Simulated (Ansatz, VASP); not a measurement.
Two plane-wave programs on Se

```
CELL_PARAMETERS angstrom
3.88299 0.00000 0.00000
-1.94150 3.36277 0.00000
0.00000 0.00000 5.62840
ATOMIC_POSITIONS crystal
Se 0.23198 0.00000 0.33333
Se 0.00000 0.23198 0.66667
Se 0.76802 0.76802 0.00000
```

Alike in both runs: task single point; functional PBE; dispersion D3(BJ); k mesh 9 × 9 × 8; occupations gaussian, width 0.05 eV; no spin polarisation.

```csv
,VASP,Ansatz
version,VASP 6.6.1,Ansatz 0.2.0
potentials or method,"VASP PAW PBE potentials, release 64 (Se), cutoff 520 eV","scalar-relativistic, plane waves, PAW"
valence electrons in the cell,18,48
```

```tsv
	VASP	Ansatz	Ansatz less VASP
gap on the k mesh at the Fermi level (eV)	none	none	-
pressure (GPa)	-0.6	-0.7	-0.09
traceless stress, the component that is largest in VASP (GPa)	-4.19	-4.27	-0.081
rms of the force components (eV/Å)	0.254	0.244	-0.0101
```

Atom by atom the forces differ by 0.010 eV/Å (rms over components). A gap of «none» marks a metal or a gap that the smearing closes. VASP's potentials hold 18 valence electrons a cell and Ansatz's 48, so a difference there can come from the potentials and not from the codes.
